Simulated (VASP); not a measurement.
HfN: electric field gradients with PBE

HfN:

```
CELL_PARAMETERS angstrom
0.00000 2.23674 2.30418
2.23674 0.00000 2.30418
2.23674 2.23674 0.00000
ATOMIC_POSITIONS crystal
Hf 0.00000 0.00000 0.00000
N 0.50000 0.50000 0.50000
```

This cell differs from its parent crystal: z stretched by +2 % at fixed volume.

```json
{
  "Program": "VASP 6.6.1",
  "Task": "electric field gradients",
  "Functional": "PBE",
  "Potentials or basis": "VASP PAW PBE potentials, release 64 (Hf_pv, N)",
  "Cutoff": "520 eV",
  "k mesh": "10 × 10 × 10",
  "Occupations": "fermi-dirac, width 0.01 eV",
  "Spin": "no spin polarisation",
  "Dipole correction": "no",
  "Further INCAR settings": "ALGO = Normal; EDIFF = 1e-08; NBANDS = 14"
}
```

```
Pressure                                : 3.6 GPa
Band gap on the k mesh                  : zero (an odd number of electrons rules out a gap without spin polarisation)
Largest electric field gradient by atom : Hf +108.8; N +10.1 V/Å²
```

Stress tensor (GPa, compression positive):
```
 8.06  0.00  0.00
 0.00  8.06  0.00
 0.00  0.00 -5.38
```

Levels at points of the mesh, in eV from the Fermi level:
```
           k point  band 4  band 5  band 6  band 7  band 8  band 9  band 10  band 11  band 12  band 13
(0.00, 0.00, 0.00)  -17.59   -3.20   -3.06   -3.06   -0.64   -0.30    -0.30     1.16     2.12     2.26
(0.50, 0.00, 0.00)  -14.86   -8.96   -6.28   -6.26    3.20    3.54     3.76     4.34     8.34     9.13
(0.50, 0.50, 0.00)  -16.52   -5.69   -3.83   -3.68   -3.68    4.03     5.44     5.44     5.53     7.75
(0.50, 0.00, 0.50)  -16.50   -5.39   -3.90   -3.88   -3.75    3.93     5.23     5.62     5.67     8.05
```

Electric field gradients, principal values (V/Å²):
```
atom    least   middle  greatest (by size)
1 Hf  -54.396  -54.398             108.795
 2 N   -5.055   -5.058              10.112
```

Run time: 73 s on 1 thread of AMD EPYC 7571 (shared host), peak memory 0.13 GiB.

Caveat: the stress differs along the axes, from -5 to 8 GPa; without QUAD_EFG the Cq values of the log hold for a quadrupole moment of 1 mb, not for the nuclei; spin-orbit coupling is left out, which moves the levels of the heavy elements.
